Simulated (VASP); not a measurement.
V:

```
V
1.0
    -1.51294    1.51294    1.51294
     1.51294   -1.51294    1.51294
     1.51294    1.51294   -1.51294
V
1
Direct
  0.00000 0.00000 0.00000
```

```yaml
Program: VASP 6.6.1
Task: relaxation of cell and atoms
Functional: PBEsol
Potentials_or_basis: VASP PAW PBE potentials, release 64 (V_sv)
Cutoff: 600 eV
k_mesh: 10 × 10 × 10
Occupations: gaussian, width 0.1 eV
Spin: no spin polarisation
```

At the start: pressure -10.8 GPa; volume 13.85 Å³/atom.

Question: Where does the relaxation end?

Answer: Over 3 steps the energy falls by 28.7 meV/atom and the volume is 13.05 Å³/atom (-5.8 %); space group Im-3m (No. 229, to 0.05 Å).

The path:
```csv
step,energy change (eV),largest force (eV/Å),pressure (GPa),volume (Å³)
1,0.0000,0.0000,-10.77,13.85
2,0.0212,0.0000,17.37,12.07
3,-0.0287,0.0000,-0.23,13.05
```

Final structure:
```yaml
crystal:
  lattice:
    - [-1.48329, 1.48329, 1.48329]
    - [1.48329, -1.48329, 1.48329]
    - [1.48329, 1.48329, -1.48329]
  atoms:
    - { symbol: V, position: [0.00000, 0.00000, 0.00000] }
```

Caveat: the PAW data sets were made with another functional, which shifts forces and pressure a little.
